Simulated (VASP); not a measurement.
MgH2: single point with PBEsol

The system is MgH2.

```xyz
3
Lattice="0.0000 2.3811 2.3811 2.3811 0.0000 2.3811 2.3811 2.3811 0.0000" Properties=species:S:1:pos:R:3 pbc="T T T"
Mg    0.0157    0.0001   -0.0011
H     3.4798    3.5562    3.5759
H     0.9049    1.2033    1.2119
```

- Program: VASP 6.6.1
- Task: single point
- Functional: PBEsol
- Potentials or basis: VASP PAW PBE potentials, release 64 (Mg, H)
- Cutoff: 600 eV
- k mesh: 5 × 5 × 5
- Occupations: fermi-dirac, width 0.05 eV
- Spin: no spin polarisation

| Quantity | Value |
| --- | --- |
| Pressure | 0.3 GPa |
| Largest force | 0.744 eV/Å |
| Band gap on the k mesh | zero (band 2 reaches 3.97 eV, above the bottom of band 3 at 2.88 eV) |

Forces on the atoms (eV/Å):
```
Mg  -0.602  0.047  0.098
H   -0.126  0.069  0.004
H    0.728 -0.116 -0.101
```

Stress tensor (GPa, compression positive):
```
 0.48 -0.11 -0.36
-0.11  0.24  1.30
-0.36  1.30  0.23
```

Levels at points of the mesh, in eV from the Fermi level:
```csv
k point,band 1,band 2,band 3,band 4,band 5,band 6,band 7
"(0.00, 0.00, 0.00)",-9.87,1.17,9.14,9.37,9.42,11.72,11.82
```

Wall time 8.1 s on 1 thread of Intel(R) Xeon(R) 6975P-C (Granite Rapids) (shared host), peak memory 0.16 GiB.

Caveat: the k points lie up to 0.46 Å⁻¹ apart; the PAW data sets were made with another functional, which shifts forces and pressure a little.
